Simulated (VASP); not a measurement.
# Ni (P6/mmm) in VASP: a series of runs, part 2 of 2

VASP 6.6.1.

## (5) Single point, PBE, collinear spin, ferromagnetic start

This run uses another cell than the first one, of 11.86 Å³/atom, 1.111 times its volume.

Contents of INCAR:

```
ALGO     = Normal         # electronic algorithm
EDIFF    = 1E-6           # SCF threshold, eV
ENCUT    = 520            # plane-wave cutoff, eV
GGA      = PE             # functional
ISIF     = 2              # what is computed and relaxed
ISMEAR   = -1             # smearing method
ISPIN    = 2              # spin polarisation
LASPH    = T              # aspherical terms in the spheres
LCHARG   = T              # write CHGCAR
LELF     = T              # ELF
LMAXMIX  = 4              # l up to which the mixer works
LORBIT   = 11             # projections on sites
LREAL    = F              # projectors in reciprocal space
LVHAR    = T            
LWAVE    = F              # write WAVECAR
MAGMOM   = 1              # initial moments
NBANDS   = 15             # bands
NELM     = 150            # most SCF steps
PREC     = Accurate       # precision mode
SIGMA    = 0.01           # smearing width, eV
```

Contents of KPOINTS:

```
k-points
0
Gamma
  18 18 17
```

Contents of POSCAR:

```
Ni
1.0
    2.4129102046      0.0000000000      0.0000000000
   -1.2064551023      2.0896415342      0.0000000000
    0.0000000000      0.0000000000      2.3515256274
Ni
1
Direct
    0.0000000000      0.0000000000      0.0000000000
```

Potentials or basis: VASP PAW PBE potentials, release 64 (Ni).

On the command line:

```sh
$ cat potpaw_PBE.64/Ni/POTCAR > POTCAR
$ mpirun -np 1 vasp_std > vasp.out
```

OUTCAR:

```text
EDIFF = 1E-6
   ENCUT = 520
   GGA = PE
   ISIF = 2
   ISMEAR = -1
   ISPIN = 2
   LASPH = T
   LORBIT = 11
   LREAL = F
   NELM = 150
   PREC = Accurate

 ion  position               nearest neighbor table
   1  0.000  0.000  0.000-

  LATTYP: Found a hexagonal cell.
 ALAT       =     2.4129102046
 C/A-ratio  =     0.9745599413

  Lattice vectors:

 A1 = (   2.4129102046,   0.0000000000,   0.0000000000)
 A2 = (  -1.2064551023,   2.0896415342,   0.0000000000)
 A3 = (   0.0000000000,   0.0000000000,   2.3515256274)

Analysis of symmetry for initial positions (statically):
=====================================================================
 Subroutine PRICEL returns:
 Original cell was already a primitive cell.

 Routine SETGRP: Setting up the symmetry group for a
 hexagonal supercell.

 Subroutine GETGRP returns: Found 24 space group operations
 (whereof 24 operations were pure point group operations)
 out of a pool of 24 trial point group operations.

The static configuration has the point symmetry D_6h.

Analysis of symmetry for dynamics (positions and initial velocities):
=====================================================================
 Subroutine PRICEL returns:
 Original cell was already a primitive cell.

 Routine SETGRP: Setting up the symmetry group for a
 hexagonal supercell.

 Subroutine GETGRP returns: Found 24 space group operations
 (whereof 24 operations were pure point group operations)
 out of a pool of 24 trial point group operations.

The dynamic configuration has the point symmetry D_6h.

Analysis of structural, dynamic, and magnetic symmetry:
=====================================================================
 Subroutine PRICEL returns:
 Original cell was already a primitive cell.

 Routine SETGRP: Setting up the symmetry group for a
 hexagonal supercell.

 Subroutine GETGRP returns: Found 24 space group operations
 (whereof 24 operations were pure point group operations)
 out of a pool of 24 trial point group operations.

The overall configuration has the point symmetry D_6h.

 Subroutine INISYM returns: Found 24 space group operations
 (whereof 24 operations are pure point group operations),
 and found     1 'primitive' translations

----------------------------------------------------------------------------------------

                                     Primitive cell

  volume of cell :      11.8567

  direct lattice vectors                    reciprocal lattice vectors
     2.412910205  0.000000000  0.000000000     0.414437304  0.239275489  0.000000000
    -1.206455102  2.089641534  0.000000000     0.000000000  0.478550978  0.000000000
     0.000000000  0.000000000  2.351525627     0.000000000  0.000000000  0.425255837

  length of vectors
     2.412910205  2.412910205  2.351525627     0.478550978  0.478550978  0.425255837

  position of ions in fractional coordinates (direct lattice)
     0.000000000  0.000000000  0.000000000

  ion indices of the primitive-cell ions
   primitive index   ion index
                 1           1

----------------------------------------------------------------------------------------

 KPOINTS: k-points

Automatic generation of k-mesh.
 Grid dimensions read from file:
 generate k-points for:   18   18   17

 Generating k-lattice:
[... 65 lines left out ...]
   NSW    =      0    number of steps for IOM
   IBRION =     -1    ionic relax: 0-MD 1-quasi-New 2-CG
   NFREE  =      0    steps in history (QN), initial steepest desc. (CG)
   ISIF   =      2    stress and relaxation
   ISYM   =      2    0-nonsym 1-usesym 2-fastsym
   POTIM  = 0.5000    time-step for ionic-motion
   TEBEG  =    0.0;   TEEND  =   0.0 temperature during run
   PSTRESS=    0.0 pullay stress
   NELECT =      10.0000    total number of electrons
   NUPDOWN=      -1.0000    fix difference up-down
   EMIN   =  10.00;   EMAX   =-10.00  energy-range for DOS
   EFERMI =   0.00;   METHOD = LEGACY
   ISMEAR =    -1;   SIGMA  =   0.01  broadening in eV -4-tet -1-fermi 0-gaus
   EFERMI_NEDOS =   21; number of points for ismear=-14 and -15
   IALGO  =     38    algorithm
   IMIX   =      4    mixing-type and parameters
     AMIX     =   0.40;   BMIX     =  1.00
     AMIX_MAG =   1.60;   BMIX_MAG =  1.00
  volume/ion in A,a.u.               =      11.86        80.01
  Fermi-wavevector in a.u.,A,eV,Ry     =   1.546752  2.922937 32.551134  2.392441
  Thomas-Fermi vector in A             =   2.651943
   LORBIT       =     11    0 simple, 1 ext, 2 COOP (PROOUT), +10 PAW based schemes
   GGA     = PE    functional components
   LHFCALC =     F    Hartree Fock is set to
   AEXX    =    0.0000 exact exchange contribution
   IVDW    =     0    specifies the selected vdW correction
   LEPSILON=     F    determine dielectric tensor
   LRPA    =     F    only Hartree local field effects (RPA)
 spin polarized calculation
  energy-cutoff  :      520.00
  volume of cell :       11.86
 maximum number of plane-waves:       332
 NGX is ok and might be reduce to    18
   NGX =  9   NGY =  9   NGZ =  9

 number of electron      10.0000000 magnetization       1.0000000

 number of electron       9.9999989 magnetization       0.5581738

 Free energy of the ion-electron system (eV)
  ---------------------------------------------------
  ext. energy  EPLUGINS =         0.00000000
  ---------------------------------------------------
  free energy    TOTEN  =        -5.06587054 eV

  energy without entropy =       -5.06511756  energy(sigma->0) =       -5.06549405

 E-fermi :   8.1458     XC(G=0): -12.6960

 val. band max:        8.1445706103   @ k =   0.1111   0.0556   0.4118
 cond. band min:       8.1483818192   @ k =   0.1111  -0.0000   0.1765
 fundamental gap:      0.0038112090
 Fermi energy:         8.1457889489

 spin component 1

 k-point     1 :       0.0000    0.0000    0.0000
  band No.  band energies     occupation
      1      -0.1753      1.00000
      2       4.5069      1.00000
      3       6.0205      1.00000
      4       6.0205      1.00000
      5       7.8312      1.00000
      6       7.8312      1.00000
      7      26.6264      0.00000
      8      31.6580      0.00000
      9      31.8630      0.00000
     10      34.6622      0.00000
     11      34.6622      0.00000
     12      36.9727      0.00000
     13      36.9727      0.00000
     14      43.2955      0.00000
[... 403 lines left out ...]
      4       6.7830      1.00000
      5       7.5286      1.00000
      6       9.1180      0.00000
      7      14.3449      0.00000
      8      22.3407      0.00000
      9      33.9034      0.00000
     10      34.3885      0.00000
     11      35.3289      0.00000
     12      39.5666      0.00000
     13      41.8687      0.00000
     14      47.1594      0.00000
     15      48.8972      0.00000

 [... further k-points ...]

 spin component 2

 k-point     1 :       0.0000    0.0000    0.0000
  band No.  band energies     occupation
      1      -0.1799      1.00000
      2       5.0462      1.00000
      3       6.6322      1.00000
      4       6.6322      1.00000
      5       8.4423      0.00000
      6       8.4423      0.00000
      7      26.6541      0.00000
      8      31.7388      0.00000
      9      31.7717      0.00000
     10      34.7785      0.00000
     11      34.7785      0.00000
     12      37.0246      0.00000
     13      37.0246      0.00000
     14      43.4087      0.00000
[... 403 lines left out ...]
      4       7.3468      1.00000
      5       8.1274      0.86315
      6       9.5350      0.00000
      7      14.6263      0.00000
      8      22.4250      0.00000
      9      33.9146      0.00000
     10      34.4133      0.00000
     11      35.3996      0.00000
     12      39.6009      0.00000
     13      41.8787      0.00000
     14      47.2266      0.00000
     15      48.9996      0.00000

 [... further k-points ...]
[... 5 lines left out ...]
  --------------------------------------------------------------------------------------
  -------------------------------------------------------------------------------------
  Total       -0.0175959     -0.0175959     -0.0588515     -0.0000000      0.0000000      0.0000000
  in kB       -2.3777077     -2.3777077     -7.9525361     -0.0000000      0.0000000      0.0000000
  external PRESSURE =      -4.2359838 kB  Pullay stress =       0.0000000 kB

 VOLUME and BASIS-vectors are now :
 -----------------------------------------------------------------------------
  energy-cutoff  :      520.00
  volume of cell :       11.86
      direct lattice vectors                 reciprocal lattice vectors
     2.412910205  0.000000000  0.000000000     0.414437304  0.239275489  0.000000000
    -1.206455102  2.089641534  0.000000000     0.000000000  0.478550978  0.000000000
     0.000000000  0.000000000  2.351525627     0.000000000  0.000000000  0.425255837

 POSITION                                       TOTAL-FORCE (eV/Angst)
 -----------------------------------------------------------------------------------
      0.00000      0.00000      0.00000        -0.000000      0.000000      0.000000
 -----------------------------------------------------------------------------------
    total drift:                                0.000000      0.000000      0.000000

  FREE ENERGIE OF THE ION-ELECTRON SYSTEM (eV)
  ---------------------------------------------------
  free  energy   TOTEN  =        -5.0658705416 eV

  energy  without entropy=       -5.0651175626  energy(sigma->0) =       -5.06549405

 total charge

# of ion       s       p       d       tot
------------------------------------------
    1        0.506   0.431   8.335   9.272

 magnetization (x)

# of ion       s       p       d       tot
------------------------------------------
    1       -0.005  -0.011   0.582   0.566
```

It took 46 s on 1 thread of Intel Xeon 6975P-C (Granite Rapids), shared host; peak memory 0.19 GiB.

What came out:

```yaml
Free_energy: -5.0659 eV
Pressure: -0.4 GPa
Net_moment: 0.56 μB per cell
Site_moments: Ni +0.57 μB
Valence_electrons_inside_the_program's_atomic_spheres: Ni 9.27
```

## (6) Relaxation of shape and atoms at fixed volume, PBE, collinear spin, ferromagnetic start

This run uses another cell than the first one, of 4.74 Å³/atom, 0.444 times its volume.

Contents of INCAR:

```
PREC = Accurate ; ENCUT = 600
EDIFF = 1E-6 ; ISMEAR = -1
SIGMA = 0.1 ; LREAL = False
LASPH = True ; NELM = 150
ALGO = Normal ; ISIF = 4
LWAVE = False ; LCHARG = False
ISPIN = 2 ; MAGMOM = 1
LORBIT = 11 ; LMAXMIX = 4
GGA = PE ; IBRION = 2
NSW = 50 ; EDIFFG = -0.005
```

Contents of KPOINTS:

```
regular mesh
0
Gamma
  18 18 17
```

Contents of POSCAR:

```
Ni
1.0
    1.7778474394      0.0000000000      0.0000000000
   -0.8889237197      1.5396610466      0.0000000000
    0.0000000000      0.0000000000      1.7326188962
Ni
1
Direct
    0.0000000000      0.0000000000      0.0000000000
```

Potentials or basis: VASP PAW PBE potentials, release 64 (Ni).

On the command line:

```sh
$ cat potpaw_PBE.64/Ni/POTCAR > POTCAR
$ mpirun -np 1 vasp_std > vasp.out
```

Wall time 32 s (1 thread of Intel Xeon 6975P-C (Granite Rapids), shared host); peak memory 0.15 GiB.

The run converged, but its numbers aren't listed here, since they failed a check.

## (7) Overview

| cell | smearing | gap on the mesh (eV) | pressure (GPa) | moment (μB) |
| --- | --- | --- | --- | --- |
| a = 2.333, b = 2.333, c = 2.263 Å, angles 90.0, 90.0, 120.0°, 1 atom | fermi-dirac 0.1 eV | none | 20.7 | 0.14 |
| a = 2.413, b = 2.413, c = 2.352 Å, angles 90.0, 90.0, 120.0°, 1 atom | fermi-dirac 0.1 eV | none | -0.2 | 0.48 |
| a = 2.413, b = 2.413, c = 2.352 Å, angles 90.0, 90.0, 120.0°, 1 atom | fermi-dirac 0.01 eV | none | -0.4 | 0.56 |

Alike in all rows: task single point; level PBE; potentials or basis VASP PAW PBE potentials, release 64 (Ni); spin collinear, ferromagnetic start; k mesh 18 × 18 × 17; cutoff (eV) 520.

Total energies depend on the potentials used, so only differences within one code and one set of settings carry meaning.
